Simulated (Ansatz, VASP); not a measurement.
**Two plane-wave programs on BN**

File INCAR:

```
PREC = Accurate
ENCUT = 520
EDIFF = 1E-6
ISMEAR = 0
SIGMA = 0.02
LREAL = False
LASPH = True
NELM = 80
ALGO = Normal
ISIF = 2
LWAVE = False
LCHARG = True
LDIPOL = True
IDIPOL = 3
DIPOL = 0.5 0.5 0.500
GGA = PE
IVDW = 12
LELF = True
LVHAR = True
LVACPOTAV = True
NBANDS = 11
```

KPOINTS

```
Automatic mesh
0
Gamma
  12 12 1
```

POSCAR

```
BN
1.0
    2.4800000000      0.0000000000      0.0000000000
   -1.2400000000      2.1477430014      0.0000000000
    0.0000000000      0.0000000000     26.0000000000
B N
1 1
Direct
    0.0000000000      0.0000000000      0.5082500000
    0.6666666667      0.3333333333      0.4917500000
```

Input for Ansatz:

```yaml
crystal:
  lattice:
    - [2.48, 0.0, 0.0]
    - [-1.24, 2.1477430014, 0.0]
    - [0.0, 0.0, 26.0]
  atoms:
    - { symbol: B, position: [0.0, 0.0, 0.50825] }
    - { symbol: "N", position: [0.6666666667, 0.3333333333, 0.49175] }
  periodic: [true, true, false]
basis:
  ecutwfc: 420
kpoints:
  mp_grid: { grid: [12, 12, 1] }
hamiltonian:
  xc: pbe
  dispersion: d3bj
scf:
  occupations: { method: gaussian, width: 0.02 }
output:
  forces: true
  stress: true
  eigenvalues: true
```

Alike in both runs: task single point; functional PBE; dispersion D3(BJ); k mesh 12 × 12 × 1; occupations gaussian, width 0.02 eV; no spin polarisation.

|  | VASP | Ansatz |
| --- | --- | --- |
| version | VASP 6.6.1 | Ansatz 0.2.0 |
| potentials or method | VASP PAW PBE potentials, release 64 (B, N), cutoff 520 eV | scalar-relativistic, plane waves, PAW |
| valence electrons in the cell | 8 | 8 |

```csv
,VASP,Ansatz,Ansatz less VASP
gap on the k mesh at the Fermi level (eV),2.84,2.84,-0.003
least direct gap on the mesh (eV),2.84,2.84,-0.003
rms of the force components (eV/Å),3.582,3.584,+0.0023
```

Atom by atom the forces differ by 0.002 eV/Å (rms over components).
